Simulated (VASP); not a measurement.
## Ga: single point with r2SCAN

Crystal: Ga.

```
Ga
1.0
     5.37717    0.00000    0.00000
     0.00000    5.37717    0.00000
     0.00000    0.00000    5.37717
Ga
8
Direct
  0.50000 0.50000 0.50000
  0.00000 0.00000 0.00000
  0.25000 0.00000 0.50000
  0.50000 0.25000 0.00000
  0.50000 0.75000 0.00000
  0.75000 0.00000 0.50000
  0.00000 0.50000 0.75000
  0.00000 0.50000 0.25000
```

- Program: VASP 6.6.1
- Task: single point
- Functional: r2SCAN
- Potentials or basis: VASP PAW PBE potentials, release 64 (Ga_d)
- Cutoff: 520 eV
- k mesh: 4 × 4 × 4
- Occupations: gaussian, width 0.1 eV
- Spin: no spin polarisation
- Dipole correction: no
- Further INCAR settings: ALGO = Normal; EDIFF = 1e-06; NBANDS = 62

```yaml
Pressure: -3.1 GPa
Band_gap_on_the_k_mesh: zero (band 52 reaches 8.32 eV, above the bottom of band 53 at 4.37 eV)
```

Levels at points of the mesh, in eV from the Fermi level:
```tsv
k point	band 48	band 49	band 50	band 51	band 52	band 53	band 54	band 55	band 56	band 57
(0.00, 0.00, 0.00)	-1.43	-1.32	-1.32	-0.26	-0.26	-0.26	-0.01	-0.01	-0.01	1.31
(0.50, 0.00, 0.00)	-3.93	-3.47	-3.47	-0.06	-0.06	0.69	0.69	1.45	1.45	2.06
(0.50, 0.50, 0.00)	-3.20	-2.79	-2.33	-2.33	-1.53	2.15	2.16	2.78	2.78	2.81
(0.50, 0.50, 0.50)	-7.18	3.13	3.13	3.13	3.13	3.13	3.13	3.82	3.82	4.25
```

It took 4.7 min on 1 thread of Intel(R) Xeon(R) Platinum 8259CL CPU @ 2.50GHz (Skylake/Cascade Lake) (shared host), peak memory 0.28 GiB.

Caveat: the PAW data sets were made with another functional, which shifts forces and pressure a little.
